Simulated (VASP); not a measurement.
**Ag: single point with r2SCAN**

Crystal: Ag.

```
Ag
1.0
    -1.61426    1.61426    1.61426
     1.61426   -1.61426    1.61426
     1.61426    1.61426   -1.61426
Ag
1
Direct
  0.00000 0.00000 0.00000
```

This cell differs from its parent crystal: strain -0.025 along x and y, -0.025 along z.

```
Program             : VASP 6.6.1
Task                : single point
Functional          : r2SCAN
Potentials or basis : VASP PAW PBE potentials, release 64 (Ag)
Cutoff              : 520 eV
k mesh              : 20 × 20 × 20
Occupations         : gaussian, width 0.15 eV
Spin                : no spin polarisation
```

```yaml
Pressure: 4.1 GPa
Band_gap_on_the_k_mesh: zero (an odd number of electrons rules out a gap without spin polarisation)
```

Levels at points of the mesh, in eV from the Fermi level:
| k point | band 3 | band 4 | band 5 | band 6 | band 7 | band 8 | band 9 | band 10 |
| --- | --- | --- | --- | --- | --- | --- | --- | --- |
| (0.00, 0.00, 0.00) | -5.34 | -5.34 | -3.95 | -3.95 | 18.75 | 18.75 | 18.75 | 25.39 |
| (0.50, 0.00, 0.00) | -4.01 | -3.83 | -2.88 | -0.05 | 4.36 | 13.94 | 15.24 | 20.84 |
| (0.50, 0.50, 0.50) | -3.14 | -3.14 | -3.14 | 7.27 | 7.27 | 7.27 | 13.53 | 14.06 |

Wall time 68 s on 1 thread of Intel(R) Xeon(R) 6975P-C (Granite Rapids) (shared host), peak memory 0.18 GiB.

Caveat: the cell differs from its parent crystal (strain -0.025 along x and y, -0.025 along z); the cell stands under pressure; the PAW data sets were made with another functional, which shifts forces and pressure a little.
